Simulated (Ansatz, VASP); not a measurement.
**W in VASP and in Ansatz**

File INCAR:

```
PREC = Accurate
ENCUT = 520
EDIFF = 1E-6
ISMEAR = -1
SIGMA = 0.05
LREAL = F
LASPH = T
NELM = 100
ALGO = Fast
ISIF = 2
LWAVE = F
LCHARG = F
GGA = PS
NBANDS = 36
```

The input KPOINTS:

```
regular mesh
0
Gamma
  9 6 6
```

POSCAR

```
W
1.0
    2.8096620000      0.0000000000      0.0000000000
    0.0000000000      4.8638700000      0.0000000000
    0.0000000000      0.0000000000      4.9236950000
W
4
Direct
    0.8040380000      0.9291260000      0.7515080000
    0.2116970000      0.4381940000      0.7613770000
    0.2170050000      0.0575400000      0.2479060000
    0.8126700000      0.5613540000      0.2512970000
```

File input.yaml:

```yaml
crystal:
  lattice:
    - [2.809662, 0.0, 0.0]
    - [0.0, 4.86387, 0.0]
    - [0.0, 0.0, 4.923695]
  atoms:
    - { symbol: W, position: [0.804038, 0.929126, 0.751508] }
    - { symbol: W, position: [0.211697, 0.438194, 0.761377] }
    - { symbol: W, position: [0.217005, 0.05754, 0.247906] }
    - { symbol: W, position: [0.81267, 0.561354, 0.251297] }
kpoints:
  mp_grid: { grid: [9, 6, 6] }
scf:
  occupations: { method: fermi_dirac, width: 0.05 }
hamiltonian:
  xc: pbesol
  pseudopotentials: { kind: all_electron, lapw: { basis_error: 0.001 } }
output:
  forces: true
  stress: true
  eigenvalues: true
  populations: true
```

Change from the starting cell: atoms moved at random, drawn with an rms of 0.05 Å.

Alike in both runs: task single point; functional PBEsol; k mesh 9 × 6 × 6; occupations fermi-dirac, width 0.05 eV; no spin polarisation.

|  | VASP | Ansatz |
| --- | --- | --- |
| version | VASP 6.6.1 | Ansatz 0.2.0 |
| potentials or method | VASP PAW PBE potentials, release 64 (W_sv), cutoff 520 eV | all-electron LAPW, scalar-relativistic |

|  | VASP | Ansatz | Ansatz less VASP |
| --- | --- | --- | --- |
| gap on the k mesh at the Fermi level (eV) | none | none | - |
| pressure (GPa) | -9.4 | -9.8 | -0.40 |
| traceless stress, the component that is largest in VASP (GPa) | -0.63 | -0.63 | +0.001 |
| rms of the force components (eV/Å) | 0.335 | 0.331 | -0.0039 |

VASP's potentials were made for PBE, not for PBEsol. Atom by atom the forces differ by 0.006 eV/Å (rms over components). A gap of «none» marks a metal or a gap that the smearing closes. Ansatz ran all-electron here, and VASP with PAW potentials.

Neither program's run includes spin-orbit coupling.
